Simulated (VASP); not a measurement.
Set up this calculation in VASP 6.6.1, as the native input.

```yaml
Task: relaxation of cell and atoms
Functional: PBE
Potentials_or_basis: VASP PAW PBE potentials, release 64 (W_sv)
Cutoff: 500 eV
k_mesh: 13 × 13 × 13
Occupations: fermi-dirac, width 0.1 eV
Spin: no spin polarisation
Dipole_correction: no
Further_INCAR_settings: ALGO = Normal; EDIFF = 1e-07; IBRION = 2; EDIFFG = -0.02; NSW = 80; ISIF = 3
```

The structure of W lies in POSCAR:

```
W
1.0
   -1.5823450000      1.5823450000      1.5823450000
    1.5823450000     -1.5823450000      1.5823450000
    1.5823450000      1.5823450000     -1.5823450000
W
1
Direct
    0.0000000000      0.0000000000      0.0000000000
```

These files were run (other wordings do the same):

INCAR

```
PREC = Accurate
ENCUT = 500
EDIFF = 1E-7
ISMEAR = -1
SIGMA = 0.1
LREAL = False
LASPH = True
NELM = 120
ALGO = Normal
ISIF = 3
LWAVE = False
LCHARG = False
GGA = PE
IBRION = 2
NSW = 80
EDIFFG = -0.02
GGA_COMPAT = False
NELMIN = 4
```

KPOINTS

```
Automatic mesh
0
Gamma
  13 13 13
```

Potentials or basis: VASP PAW PBE potentials, release 64 (W_sv).

The run is started by

```bash
$ cat potpaw_PBE.64/W_sv/POTCAR > POTCAR
$ mpirun -np 1 vasp_std > vasp.out
```

It gave:

```yaml
Relaxed_volume: 16.16 Å³/atom
Relaxed_cell: a = 2.758 Å, b = 2.758 Å, c = 2.758 Å, α = 109.47°, β = 109.47°, γ = 109.47°
Space_group_after_relaxing_to_0.1_Å: Im-3m (No. 229)
Energy_gained_by_relaxing: 5.6 meV/atom
Ionic_steps: 3
Pressure_after_relaxing: -0.2 GPa
Band_gap_on_the_k_mesh: zero (bands 7 and 8 overlap by 5.59 eV)
```

Caveat: spin-orbit coupling is left out, which moves the levels of the heavy elements.

Wall time 13 s on 1 thread of Intel(R) Xeon(R) 6975P-C (Granite Rapids) (shared host), peak memory 0.14 GiB.
